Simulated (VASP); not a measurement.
# Al (Fm-3m) in VASP: a series of runs, part 3 of 3

VASP 6.6.1. Earlier steps stand in the parts before.

## 5. Electric field gradients, PBEsol

This run uses another cell than the first one: it holds 27 atoms, not 8.

Contents of INCAR:

```
SYSTEM = Al
PREC     = Accurate       ! precision mode
ENCUT    = 520            ! plane-wave cutoff, eV
EDIFF    = 1E-8           ! SCF threshold, eV
ISMEAR   = -1             ! smearing method
SIGMA    = 0.05           ! smearing width, eV
LREAL    = Auto         
LASPH    = .True.         ! aspherical terms in the spheres
NELM     = 80             ! most SCF steps
ALGO     = Normal         ! electronic algorithm
ISIF     = 2              ! what is computed and relaxed
LWAVE    = .False.        ! write WAVECAR
LCHARG   = .False.        ! write CHGCAR
GGA      = PS             ! functional
LEFG     = .True.       
NBANDS   = 60             ! bands
```

Contents of KPOINTS:

```
regular mesh
0
Gamma
  5 5 5
  0 0 0
```

Contents of POSCAR:

```
Al
1.0
    0.0000000000      6.0744150000      6.0744150000
    6.0744150000      0.0000000000      6.0744150000
    6.0744150000      6.0744150000      0.0000000000
Al
27
Direct
    0.0000000000      0.0000000000      0.0000000000
    0.0000000000      0.0000000000      0.3333333333
    0.0000000000      0.0000000000      0.6666666667
    0.0000000000      0.3333333333      0.0000000000
    0.0000000000      0.3333333333      0.3333333333
    0.0000000000      0.3333333333      0.6666666667
    0.0000000000      0.6666666667      0.0000000000
    0.0000000000      0.6666666667      0.3333333333
    0.0000000000      0.6666666667      0.6666666667
    0.3333333333      0.0000000000      0.0000000000
    0.3333333333      0.0000000000      0.3333333333
    0.3333333333      0.0000000000      0.6666666667
    0.3333333333      0.3333333333      0.0000000000
    0.3333333333      0.3333333333      0.3333333333
    0.3333333333      0.3333333333      0.6666666667
    0.3333333333      0.6666666667      0.0000000000
    0.3333333333      0.6666666667      0.3333333333
    0.3333333333      0.6666666667      0.6666666667
    0.6666666667      0.0000000000      0.0000000000
    0.6666666667      0.0000000000      0.3333333333
    0.6666666667      0.0000000000      0.6666666667
    0.6666666667      0.3333333333      0.0000000000
    0.6666666667      0.3333333333      0.3333333333
    0.6666666667      0.3333333333      0.6666666667
    0.6666666667      0.6666666667      0.0000000000
    0.6666666667      0.6666666667      0.3333333333
    0.6666666667      0.6666666667      0.6666666667
```

Potentials or basis: VASP PAW PBE potentials, release 64 (Al).

Command:

```
$ cat potpaw_PBE.64/Al/POTCAR > POTCAR
$ mpirun -np 1 vasp_std > vasp.out
```

OUTCAR:

```text
SYSTEM = Al
   PREC = Accurate
   ENCUT = 520
   EDIFF = 1E-8
   ISMEAR = -1
   LREAL = Auto
   LASPH = .True.
   NELM = 80
   ISIF = 2
   GGA = PS

 ion  position               nearest neighbor table
   1  0.000  0.000  0.000-   2 2.86   3 2.86   4 2.86   6 2.86   7 2.86   8 2.86  10 2.86  12 2.86
                            16 2.86  19 2.86  20 2.86  22 2.86
   2  0.000  0.000  0.333-   1 2.86   4 2.86   5 2.86   8 2.86  10 2.86  11 2.86  17 2.86  20 2.86
                            23 2.86  21 2.86   9 2.86   3 2.86
   3  0.000  0.000  0.667-   1 2.86   6 2.86   7 2.86   9 2.86  12 2.86  18 2.86  19 2.86  21 2.86
                            24 2.86  11 2.86   5 2.86   2 2.86
   4  0.000  0.333  0.000-   1 2.86   2 2.86   5 2.86   6 2.86  10 2.86  13 2.86  15 2.86  22 2.86
                            23 2.86   9 2.86  25 2.86   7 2.86
   5  0.000  0.333  0.333-   2 2.86   4 2.86  11 2.86  13 2.86  14 2.86  23 2.86   3 2.86   7 2.86
                            24 2.86  26 2.86   6 2.86   8 2.86
   6  0.000  0.333  0.667-   1 2.86   3 2.86   4 2.86  12 2.86  15 2.86  22 2.86  24 2.86  14 2.86
                            27 2.86   5 2.86   8 2.86   9 2.86
   7  0.000  0.667  0.000-   1 2.86   3 2.86   8 2.86   9 2.86  16 2.86  18 2.86  19 2.86  25 2.86
                            26 2.86  13 2.86   5 2.86   4 2.86
   8  0.000  0.667  0.333-   1 2.86   2 2.86   7 2.86  16 2.86  17 2.86  20 2.86  26 2.86  14 2.86
                            27 2.86   6 2.86   5 2.86   9 2.86
   9  0.000  0.667  0.667-   3 2.86   7 2.86  18 2.86  21 2.86  25 2.86  27 2.86   4 2.86   2 2.86
[... 840 lines left out ...]
 ion       V_xx      V_yy      V_zz      V_xy      V_xz      V_yz
---------------------------------------------------------------------
   1       0.000     0.000    -0.000     0.000     0.000     0.000
   2      -0.000    -0.000     0.000     0.000     0.000     0.000
   3      -0.000    -0.000     0.000     0.000     0.000     0.000
   4      -0.000     0.000    -0.000     0.000     0.000     0.000
   5      -0.000     0.000     0.000     0.000     0.000     0.000
   6      -0.000     0.000     0.000     0.000     0.000     0.000
[... 19 lines left out ...]
  26       0.000     0.000    -0.000     0.000     0.000     0.000
  27       0.000     0.000     0.000     0.000     0.000     0.000
---------------------------------------------------------------------

 Electric field gradients after diagonalization (V/A^2)
 (convention: |V_zz| > |V_xx| > |V_yy|)
----------------------------------------------------------------------
 ion       V_xx      V_yy      V_zz     asymmetry (V_yy - V_xx)/ V_zz
----------------------------------------------------------------------
   1      -0.000    -0.000     0.000       0.000
   2       0.000     0.000    -0.000       0.927
   3       0.000     0.000    -0.000       0.927
   4       0.000     0.000    -0.000       0.927
   5       0.000     0.000    -0.000       0.622
   6       0.000     0.000    -0.000       0.649
[... 19 lines left out ...]
  26      -0.000    -0.000     0.000       0.199
  27      -0.000    -0.000     0.000       0.000
----------------------------------------------------------------------

           NMR quadrupolar parameters

 Cq : quadrupolar parameter    Cq=e*Q*V_zz/h
 eta: asymmetry parameters     (V_yy - V_xx)/ V_zz
 Q  : nuclear electric quadrupole moment in mb (millibarn)
----------------------------------------------------------------------
 ion       Cq(MHz)       eta       Q (mb)
----------------------------------------------------------------------
   1       0.000       0.000       1.000
   2      -0.000       0.927       1.000
   3      -0.000       0.927       1.000
   4      -0.000       0.927       1.000
   5      -0.000       0.622       1.000
   6      -0.000       0.649       1.000
[... 19 lines left out ...]
  26       0.000       0.199       1.000
  27       0.000       0.000       1.000
----------------------------------------------------------------------
```

stdout:

```text
POSCAR found type information on POSCAR Al
 POSCAR found :  1 types and      27 ions
 scaLAPACK will be used
 -----------------------------------------------------------------------------
|                                                                             |
|                                                                             |
|     You enforced a specific xc type in the INCAR file but a different       |
|     I HOPE YOU KNOW WHAT YOU ARE DOING!                                     |
|                                                                             |
 -----------------------------------------------------------------------------

 LDA part: xc-table for (Slater+PW92), standard interpolation
 POSCAR, INCAR and KPOINTS ok, starting setup
 FFT: planning ... GRIDC
 FFT: planning ... GRID_SOFT
 FFT: planning ... GRID
 WAVECAR not read
 entering main loop
ion   1

ion   2

ion   3

ion   4

ion   5

ion   6

ion   7

ion   8

ion   9

ion  10

ion  11

ion  12

ion  13

ion  14

ion  15

ion  16

ion  17

ion  18

ion  19

ion  20

ion  21

ion  22

ion  23

ion  24

ion  25

ion  26

ion  27
```

Run time: 5.4 min. Hardware: 1 thread of Intel Xeon Platinum 8488C (Sapphire Rapids), shared host; peak memory 0.59 GiB.

What came out:

```yaml
Free_energy: -110.4676 eV
Pressure: -2.0 GPa
Band_gap_on_the_k_mesh: zero (an odd number of electrons rules out a gap without spin polarisation)
Largest_electric_field_gradient_by_atom: under 0.05 V/Å² on every atom
```

Levels at points of the mesh, in eV from the Fermi level:
| k point | band 37 | band 38 | band 39 | band 40 | band 41 | band 42 | band 43 | band 44 |
| --- | --- | --- | --- | --- | --- | --- | --- | --- |
| (0.00, 0.00, 0.00) | -1.20 | -1.20 | -1.20 | 0.24 | 0.24 | 0.24 | 0.24 | 0.24 |

Caveat: the PAW data sets were made with another functional, which shifts forces and pressure a little.

## 6. The runs side by side

| level | cell | k mesh | grid for exact exchange (PRECFOCK) | share of exact exchange | screening parameter | gap on the mesh (eV) | pressure (GPa) |
| --- | --- | --- | --- | --- | --- | --- | --- |
| HSE06 | a = 5.727 Å, angles 60.0°, 8 atoms, atomic positions A | 3 × 3 × 3 | Fast | 0.25 | 0.2079 1/Å | none | -0.9 |
| r2SCAN | a = 5.727 Å, angles 60.0°, 8 atoms, atomic positions A | 7 × 7 × 7 | - | - | - | none | -4.1 |
| PBEsol | a = 5.727 Å, angles 60.0°, 8 atoms, atomic positions A | 11 × 11 × 11 | - | - | - | none | -1.9 |
| PBEsol | a = 8.591 Å, angles 60.0°, 27 atoms, atomic positions B | 5 × 5 × 5 | - | - | - | none | -2.0 |

Alike in all rows: task electric field gradients; potentials or basis VASP PAW PBE potentials, release 64 (Al); no spin polarisation; cutoff (eV) 520; smearing fermi-dirac 0.05 eV.

Caveats: some runs use coarse meshes; the PAW data sets were made with another functional, which shifts forces and pressure a little; the cell stands under tension (at least some runs).

Total energies depend on the potentials used, so only differences within one code and one set of settings carry meaning.
